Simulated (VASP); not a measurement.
Wanted: the native input for a VASP 6.6.1 run.

```yaml
Task: single point
Functional: r2SCAN
Potentials_or_basis: VASP PAW PBE potentials, release 64 (Te)
Cutoff: 520 eV
k_mesh: 7 × 7 × 5
Occupations: fermi-dirac, width 0.05 eV
Spin: no spin polarisation
Dipole_correction: no
Further_INCAR_settings: ALGO = Normal; EDIFF = 1e-06; NBANDS = 16
```

Te:

```
Te
1.0
     3.89522   -2.19033    0.00000
     3.89522    2.19033    0.00000
    -0.09614    0.00000    6.09330
Te
3
Direct
  0.00000 0.00000 0.00000
  0.30945 0.30945 0.33881
  0.69055 0.69055 0.66119
```

These files were run (other wordings do the same):

POSCAR

```
Te
1.0
    3.8952160867     -2.1903349161      0.0000000000
    3.8952160867      2.1903349161      0.0000000000
   -0.0961401773      0.0000000000      6.0932986579
Te
3
Direct
    0.0000000000      0.0000000000      0.0000000000
    0.3094466100      0.3094466100      0.3388094900
    0.6905533900      0.6905533900      0.6611905100
```

INCAR.step1

```
SYSTEM = Te
PREC = Accurate
ENCUT = 520
ISMEAR = -1
SIGMA = 0.05
LREAL = .FALSE.
LASPH = .TRUE.
NELM = 80
NBANDS = 16
GGA = PE
ALGO = Normal
EDIFF = 1E-4
LWAVE = .TRUE.
LCHARG = .FALSE.
```

INCAR.step2

```
SYSTEM = Te
PREC = Accurate
ENCUT = 520
EDIFF = 1E-6
ISMEAR = -1
SIGMA = 0.05
LREAL = .FALSE.
LASPH = .TRUE.
NELM = 80
ALGO = Normal
ISIF = 2
LWAVE = .FALSE.
LCHARG = .FALSE.
METAGGA = R2SCAN
LMIXTAU = .TRUE.
NBANDS = 16
ISTART = 1
```

KPOINTS

```
Automatic mesh
0
G
  7 7 5
  0 0 0
```

Potentials or basis: VASP PAW PBE potentials, release 64 (Te).

The run is started by

```sh
$ cat potpaw_PBE.64/Te/POTCAR > POTCAR
$ cp INCAR.step1 INCAR
$ mpirun -np 1 vasp_std > vasp.out
$ cp INCAR.step2 INCAR
$ mpirun -np 1 vasp_std > vasp.out
```

Results of the run:

| Item | Value |
| --- | --- |
| Pressure | -2.6 GPa |
| Largest force | 0.149 eV/Å |
| Band gap on the k mesh | 0.07 eV, indirect (least direct gap 0.21 eV) |

Caveat: the PAW data sets were made with another functional, which shifts forces and pressure a little; spin-orbit coupling is left out, which moves the levels of the heavy elements.

Wall time 5.6 min on 1 thread of Intel(R) Xeon(R) Platinum 8259CL CPU @ 2.50GHz (Skylake/Cascade Lake), with other jobs on the host, peak memory 0.3 GiB.
